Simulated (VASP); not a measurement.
A run of VASP 6.6.1:

Contents of INCAR:

```
SYSTEM = Pd
PREC = Accurate
ENCUT = 600
EDIFF = 1E-6
ISMEAR = -1
SIGMA = 0.15
LREAL = .False.
LASPH = .True.
NELM = 60
ALGO = Normal
ISIF = 3
LWAVE = .False.
LCHARG = .False.
GGA = CA
IBRION = 2
NSW = 80
EDIFFG = -0.001
```

Contents of KPOINTS:

```
regular mesh
0
Gamma
  18 18 18
  0 0 0
```

POSCAR

```
Pd
1.0
    0.0000000000      1.9199738897      1.9199738897
    1.9199738897      0.0000000000      1.9199738897
    1.9199738897      1.9199738897      0.0000000000
Pd
1
Direct
    0.0000000000      0.0000000000      0.0000000000
```

Potentials or basis: VASP PAW LDA potentials, release 64 (Pd).

Command:

```console
$ cat potpaw_LDA.64/Pd/POTCAR > POTCAR
$ mpirun -np 1 vasp_std > vasp.out
```

Hardware: 1 thread of Intel(R) Xeon(R) 6975P-C (Granite Rapids), on a shared host.

**Question.** Estimate the wall time of this run.

**Answer.** Run time: 26 s on 1 thread of Intel(R) Xeon(R) 6975P-C (Granite Rapids), with other jobs on the host, peak memory 0.17 GiB. Counts: scf iterations 37, k points 195, ion steps 10.
